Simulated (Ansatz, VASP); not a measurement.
**One calculation of SnO, two programs**

```
CELL_PARAMETERS angstrom
3.75213 0.00000 0.00000
0.00000 3.75213 0.00000
0.00000 0.00000 5.14329
ATOMIC_POSITIONS crystal
Sn 0.00000 0.50000 0.22874
Sn 0.50000 0.00000 0.77126
O 0.00000 0.00000 0.00000
O 0.50000 0.50000 0.00000
```

Change from the starting cell: strain -0.030 along x and y, +0.015 along z, atoms carried along.

Alike in both runs: task single point; functional PBE; k mesh 10 × 10 × 8; occupations gaussian, width 0.05 eV; no spin polarisation.

|  | VASP | Ansatz |
| --- | --- | --- |
| version | VASP 6.6.1 | Ansatz 0.2.0 |
| potentials or method | VASP PAW PBE potentials, release 64 (Sn_d, O), cutoff 520 eV | scalar-relativistic, plane waves, PAW |
| valence electrons in the cell | 40 | 40 |

```tsv
	VASP	Ansatz	Ansatz less VASP
gap on the k mesh at the Fermi level (eV)	0.23	0.22	-0.008
least direct gap on the mesh (eV)	2.01	2.04	+0.032
pressure (GPa)	5.2	4.9	-0.24
traceless stress, the component that is largest in VASP (GPa)	-2.74	-2.77	-0.036
rms of the force components (eV/Å)	0.200	0.163	-0.0370
```

Atom by atom the forces differ by 0.037 eV/Å (rms over components).
